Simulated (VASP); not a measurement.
A run of VASP 6.6.1:

Contents of INCAR:

```
ALGO     = Normal         # electronic algorithm
EDIFF    = 1E-6           # SCF threshold, eV
ENCUT    = 520            # plane-wave cutoff, eV
GGA      = PE             # functional
ISIF     = 2              # what is computed and relaxed
ISMEAR   = 1              # smearing method
LASPH    = True           # aspherical terms in the spheres
LCHARG   = True           # write CHGCAR
LELF     = True           # ELF
LREAL    = False          # projectors in reciprocal space
LVHAR    = True         
LWAVE    = False          # write WAVECAR
NBANDS   = 16             # bands
NELM     = 100            # most SCF steps
PREC     = Accurate       # precision mode
SIGMA    = 0.2            # smearing width, eV
```

Contents of KPOINTS:

```
k-points
0
Gamma
  6 6 6
```

POSCAR

```
CdSe
1.0
    0.0000000000      2.8429458735      2.8429458735
    2.8429458735      0.0000000000      2.8429458735
    2.8429458735      2.8429458735      0.0000000000
Cd Se
1 1
Direct
    0.0000000000      0.0000000000      0.0000000000
    0.5000000000      0.5000000000      0.5000000000
```

Potentials or basis: VASP PAW PBE potentials, release 64 (Cd, Se).

Launch:

```console
$ cat potpaw_PBE.64/Cd/POTCAR potpaw_PBE.64/Se/POTCAR > POTCAR
$ mpirun -np 1 vasp_std > vasp.out
```

Hardware: 1 thread of Intel(R) Xeon(R) 6975P-C (Granite Rapids), with other jobs on the host.

Problem. Estimate the wall time of this run.

Solution. It took 6.6 s on 1 thread of Intel(R) Xeon(R) 6975P-C (Granite Rapids) (shared host), peak memory 0.16 GiB. Counts: scf iterations 12, k points 16.
